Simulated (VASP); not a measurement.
KBr:

```
K Br
1.0
     3.97632    0.00000    0.00000
     0.00000    3.97632    0.00000
     0.00000    0.00000    3.97632
K Br
1 1
Direct
  0.00000 0.00000 0.00000
  0.50000 0.50000 0.50000
```

Base run:

```yaml
Program: VASP 6.6.1
Functional: PBE-based screened hybrid with 20 % exact exchange
Potentials_or_basis: VASP PAW PBE potentials, release 64 (K_sv, Br)
Cutoff: 520 eV
k_mesh: 4 × 4 × 4
Occupations: gaussian, width 0.01 eV
Spin: no spin polarisation
```

Its results: band gap on the k mesh 4.95 eV (least direct gap 5.25 eV); pressure 0.6 GPa.

**Question.** After a change of settings the same cell gave: band gap on the k mesh 4.66 eV (least direct gap 4.95 eV); pressure 1.6 GPa. Which change was it?
A. functional from PBE-based screened hybrid with 20 % exact exchange to r2SCAN; k mesh from 4 × 4 × 4 to 2 × 2 × 2
B. functional from PBE-based screened hybrid with 20 % exact exchange to r2SCAN
C. functional from PBE-based screened hybrid with 20 % exact exchange to PBE-based screened hybrid with 35 % exact exchange; share of exact exchange from 0.2 to 0.35
D. functional from PBE-based screened hybrid with 20 % exact exchange to r2SCAN; occupations from gaussian, width 0.01 eV to methfessel-paxton, width 0.001 eV

**Answer.** A.

Caveats: some runs use coarse meshes; the structure was generated, so it needn't be the stable form of KBr; the PAW data sets were made with another functional, which shifts forces and pressure a little.
